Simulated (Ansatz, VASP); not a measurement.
Given: the input of a run of Ansatz 0.2.0 on MoS2.

input.yaml

```yaml
crystal:
  lattice:
    - [1.570885477, 0.9069511558, 6.0822308092]
    - [-1.570885477, 0.9069511558, 6.0822308092]
    - [0.0, -1.8139023115, 6.0822308092]
  atoms:
    - { symbol: Mo, position: [0.0, 0.0, 0.0] }
    - { symbol: S, position: [0.7484, 0.7484, 0.7484] }
    - { symbol: S, position: [0.5849, 0.5849, 0.5849] }
kpoints:
  mp_grid: { grid: [10, 10, 10] }
scf:
  occupations: { method: fermi_dirac, width: 0.05 }
hamiltonian:
  xc: pbe
  pseudopotentials: { kind: all_electron, lapw: { basis_error: 0.001 } }
output:
  forces: true
  stress: true
  eigenvalues: true
```

Potentials or basis: all-electron LAPW, scalar-relativistic.

Run with:

```console
$ ansatz run input.yaml --threads 2 --pin off --max-ram 6144MiB --backend cpu --events-out ev --progress --plain --runs-dir out
```

Q: Set up the same calculation for VASP 6.6.1. Potentials there: VASP PAW PBE potentials, release 64 (Mo_sv, S).

A: As run (the cutoff follows the program's own potentials):

File INCAR:

```
PREC     = Accurate       # precision mode
ENCUT    = 520            # plane-wave cutoff, eV
EDIFF    = 1E-6           # SCF threshold, eV
ISMEAR   = -1             # smearing method
SIGMA    = 0.05           # smearing width, eV
LREAL    = F              # projectors in reciprocal space
LASPH    = T              # aspherical terms in the spheres
NELM     = 80             # most SCF steps
ALGO     = Normal         # electronic algorithm
ISIF     = 2              # what is computed and relaxed
LWAVE    = F              # write WAVECAR
LCHARG   = F              # write CHGCAR
GGA      = PE             # functional
NBANDS   = 20             # bands
```

The input KPOINTS:

```
regular mesh
0
Gamma
  10 10 10
```

File POSCAR:

```
MoS2
1.0
    1.5708854770      0.9069511558      6.0822308092
   -1.5708854770      0.9069511558      6.0822308092
    0.0000000000     -1.8139023115      6.0822308092
Mo S
1 2
Direct
    0.0000000000      0.0000000000      0.0000000000
    0.7484000000      0.7484000000      0.7484000000
    0.5849000000      0.5849000000      0.5849000000
```

Potentials or basis: VASP PAW PBE potentials, release 64 (Mo_sv, S).

Command:

```bash
$ cat potpaw_PBE.64/Mo_sv/POTCAR potpaw_PBE.64/S/POTCAR > POTCAR
$ mpirun -np 1 vasp_std > vasp.out
```

Both were run:

|  | VASP | Ansatz | Ansatz less VASP |
| --- | --- | --- | --- |
| gap on the k mesh at the Fermi level (eV) | 0.81 | 0.80 | -0.016 |
| least direct gap on the mesh (eV) | 1.98 | 1.97 | -0.004 |
| pressure (GPa) | 12.8 | 13.0 | +0.21 |
| traceless stress, the component that is largest in VASP (GPa) | 4.93 | 4.98 | +0.048 |
| rms of the force components (eV/Å) | 0.783 | 0.793 | +0.0104 |

Atom by atom the forces differ by 0.010 eV/Å (rms over components). Ansatz ran all-electron here, and VASP with PAW potentials.
